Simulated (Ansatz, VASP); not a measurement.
Given: the input of a run of VASP 6.6.1 on Ti.

File INCAR:

```
SYSTEM = Ti
ALGO = Normal ; EDIFF = 1E-6
ENCUT = 500 ; GGA = PE
GGA_COMPAT = .False. ; ISIF = 2
ISMEAR = 0 ; LASPH = .True.
LCHARG = .False. ; LREAL = .False.
LWAVE = .False. ; NBANDS = 12
NELM = 120 ; PREC = Accurate
SIGMA = 0.024
```

KPOINTS

```
k-points
0
Gamma
  11 11 11
  0 0 0
```

The input POSCAR:

```
Ti
1.0
    0.0000000000      2.0300000000      2.0300000000
    2.0300000000      0.0000000000      2.0300000000
    2.0300000000      2.0300000000      0.0000000000
Ti
1
Direct
    0.0000000000      0.0000000000      0.0000000000
```

Potentials or basis: VASP PAW PBE potentials, release 64 (Ti_sv).

Launch:

```sh
$ cat potpaw_PBE.64/Ti_sv/POTCAR > POTCAR
$ mpirun -np 1 vasp_std > vasp.out
```

**Question.** Set up the same calculation for Ansatz 0.2.0. Potentials there: Ansatz PAW.

**Answer.** As run (the cutoff follows the program's own potentials):

The input input.yaml:

```yaml
crystal:
  lattice:
    - [0.0, 2.03, 2.03]
    - [2.03, 0.0, 2.03]
    - [2.03, 2.03, 0.0]
  atoms:
    - { symbol: Ti, position: [0.0, 0.0, 0.0] }
hamiltonian:
  xc: pbe
  pseudopotentials: { kind: paw }
kpoints:
  mp_grid: { grid: [11, 11, 11] }
scf:
  occupations: { method: gaussian, width: 0.024 }
output:
  forces: true
  stress: true
  eigenvalues: true
```

Potentials or basis: Ansatz PAW.

Run with:

```bash
$ ansatz run input.yaml --threads 2 --pin off --max-ram 5632MiB --backend cpu --events-out ev --progress --plain --runs-dir out
```

Both were run:

|  | VASP | Ansatz | Ansatz less VASP |
| --- | --- | --- | --- |
| gap on the k mesh at the Fermi level (eV) | none | none | - |
| pressure (GPa) | 3.5 | 3.8 | +0.36 |

A gap of «none» marks a metal or a gap that the smearing closes.
